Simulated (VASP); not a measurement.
**SiB4W: single point with PBE**

SiB4W:

```
Si B W
1.0
     3.12867    0.00000    0.00000
    -1.56434    2.70951    0.00000
     0.00000    0.00000    6.36001
Si B W
1 4 1
Cartesian
  0.0000 0.0000 3.1800
  0.0000 1.8063 4.8310
  0.0000 1.8063 1.5290
  1.5643 0.9032 4.8310
  1.5643 0.9032 1.5290
  0.0000 0.0000 0.0000
```

The cell was built from a structure type or drawn by symmetry, and may not be a known phase.

| Property | Result |
| --- | --- |
| Program | VASP 6.6.1 |
| Task | single point |
| Functional | PBE |
| Potentials or basis | VASP PAW PBE potentials, release 64 (Si, B, W_sv) |
| Cutoff | 520 eV |
| k mesh | 6 × 6 × 4 |
| Occupations | gaussian, width 0.1 eV |
| Spin | no spin polarisation |

The pressure is 1.4 GPa and the largest force is 0.612 eV/Å. The band gap on the k mesh is zero (bands 15 and 16 overlap by 1.26 eV).

Forces in eV/Å, atoms in the order of the input:
```
Si   0.000  0.000  0.000
B    0.000  0.000 -0.612
B    0.000  0.000  0.612
B    0.000  0.000 -0.612
B    0.000  0.000  0.612
W    0.000  0.000  0.000
```

Stress tensor (GPa, compression positive):
```
-14.28   0.00   0.00
  0.00 -14.28   0.00
  0.00   0.00  32.76
```

Levels at points of the mesh, in eV from the Fermi level:
```tsv
k point	band 13	band 14	band 15	band 16	band 17	band 18
(0.00, 0.00, 0.00)	-2.09	-2.02	-2.02	1.11	1.11	1.75
(0.50, 0.00, 0.00)	-3.33	-2.94	0.18	0.21	1.33	2.51
(0.00, 0.00, 0.50)	-2.20	-2.20	-1.33	1.60	1.60	3.14
(0.50, 0.00, 0.50)	-3.74	-3.34	0.45	0.53	0.75	1.33
```

Wall time 11 s on 1 thread of Intel(R) Xeon(R) 6975P-C (Granite Rapids) (shared host), peak memory 0.18 GiB.

Caveat: the k points lie up to 0.39 Å⁻¹ apart, too coarse for converged energies and pressures of a metal; spin-orbit coupling is left out, which moves the levels of the heavy elements.
